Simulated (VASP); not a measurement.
Write the native input for VASP 6.6.1 that does the following.

```yaml
Task: relaxation of cell and atoms
Functional: PBE
Potentials_or_basis: VASP PAW PBE potentials, release 64 (Al, W_sv)
Cutoff: 600 eV
k_mesh: 12 × 12 × 12
Occupations: gaussian, width 0.1 eV
Spin: no spin polarisation
Dipole_correction: no
Further_INCAR_settings: ALGO = Fast; EDIFF = 1e-07; IBRION = 2; EDIFFG = -0.01; NSW = 100; ISIF = 3
```

The structure of AlW3 lies in POSCAR:

```
AlW3
1.0
    0.0000000000      3.1603537879      3.1603537879
    3.1603537879      0.0000000000      3.1603537879
    3.1603537879      3.1603537879      0.0000000000
Al W
1 3
Direct
    0.0000000000      0.0000000000      0.0000000000
    0.2500000000      0.2500000000      0.2500000000
    0.7500000000      0.7500000000      0.7500000000
    0.5000000000      0.5000000000      0.5000000000
```

The cell was built from a structure type or drawn by symmetry, and may not be a known phase.

These files were run (other wordings do the same):

INCAR

```
PREC = Accurate
ENCUT = 600
EDIFF = 1E-7
ISMEAR = 0
SIGMA = 0.1
LREAL = F
LASPH = T
NELM = 100
ALGO = Fast
ISIF = 3
LWAVE = F
LCHARG = F
GGA = PE
IBRION = 2
NSW = 100
EDIFFG = -0.01
```

KPOINTS

```
Automatic mesh
0
Gamma
  12 12 12
```

Potentials or basis: VASP PAW PBE potentials, release 64 (Al, W_sv).

Launch:

```sh
$ cat potpaw_PBE.64/Al/POTCAR potpaw_PBE.64/W_sv/POTCAR > POTCAR
$ mpirun -np 1 vasp_std > vasp.out
```

Results of the run:

```json
{
 "Relaxed volume": "15.80 Å³/atom",
 "Relaxed cell": "a = 4.471 Å, b = 4.471 Å, c = 4.471 Å, α = 60.00°, β = 60.00°, γ = 60.00°",
 "Space group after relaxing (to 0.1 Å)": "Fm-3m (No. 225)",
 "Energy gained by relaxing": "0.0 meV/atom",
 "Ionic steps": "4",
 "Pressure after relaxing": "-0.1 GPa",
 "Band gap on the k mesh": "zero (an odd number of electrons rules out a gap without spin polarisation)"
}
```

Caveat: spin-orbit coupling is left out, which moves the levels of the heavy elements.

Wall time 10 min on 1 thread of Intel Xeon 8259CL, on a shared host, peak memory 0.3 GiB.
